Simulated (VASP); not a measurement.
Here is a VASP 6.6.1 calculation.

File INCAR:

```
PREC = Accurate ; ENCUT = 500
EDIFF = 1E-6 ; ISMEAR = 0
SIGMA = 0.02 ; LREAL = False
LASPH = True ; NELM = 120
ALGO = Normal ; ISIF = 2
LWAVE = False ; LCHARG = True
LELF = True ; LVHAR = True
NBANDS = 17 ; GGA_COMPAT = False
```

KPOINTS

```
Automatic mesh
0
Gamma
  8 8 8
```

POSCAR

```
TlCl
1.0
    3.7164000000      0.0000000000      0.0000000000
    0.0000000000      3.7164000000      0.0000000000
    0.0000000000      0.0000000000      3.7164000000
Tl Cl
1 1
Direct
    0.0000000000      0.0000000000      0.0000000000
    0.5000000000      0.5000000000      0.5000000000
```

Potentials or basis: VASP PAW LDA potentials, release 64 (Tl_d, Cl).

Command:

```console
$ cat potpaw_LDA.64/Tl_d/POTCAR potpaw_LDA.64/Cl/POTCAR > POTCAR
$ mpirun -np 1 vasp_std > vasp.out
```

What does it give for the pressure?

-0.6 GPa.

What does it give for the band gap on the k mesh?

1.60 eV.

Caveat: spin-orbit coupling is left out, which moves the levels of the heavy elements. A k mesh can miss the band edges.
